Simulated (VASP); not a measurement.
CsBi2, 6 atoms in the cell. Symmetry: Fd-3m, No. 227, cubic system. The conventional cell has a = 9.640 Å, b = 9.640 Å, c = 9.640 Å, α = 90.00°, β = 90.00°, γ = 90.00°. Within 5.2 Å of Cs (site symmetry -43m) lie 12 Bi at 4.00 Å and 4 Cs at 4.17 Å. Bi (site symmetry -3m) has 6 Bi at 3.41 Å and 6 Cs at 4.00 Å within 4.5 Å. 

| Item | Value |
| --- | --- |
| Program | VASP 6.6.1 |
| Task | single point |
| Functional | PBEsol |
| Potentials or basis | VASP PAW PBE potentials, release 64 (Cs_sv, Bi_d) |
| Cutoff | 500 eV |
| k mesh | 4 × 4 × 4 |
| Occupations | methfessel-paxton, width 0.05 eV |
| Spin | no spin polarisation |
| Dipole correction | no |
| Further INCAR settings | ALGO = Normal; EDIFF = 1e-06; NBANDS = 48 |

Potentials or basis: VASP PAW PBE potentials, release 64 (Cs_sv, Bi_d).

Run with:

```console
$ cat potpaw_PBE.64/Cs_sv/POTCAR potpaw_PBE.64/Bi_d/POTCAR > POTCAR
$ mpirun -np 1 vasp_std > vasp.out
```

Hardware: 1 thread of AMD EPYC 9R45 96-Core Processor (Zen 5), on a shared host.

Question: Estimate the wall time of this run.

Answer: Run time: 56 s on 1 thread of AMD EPYC 9R45 96-Core Processor (Zen 5), on a shared host, peak memory 0.33 GiB. Counts: scf iterations 12, k points 8.
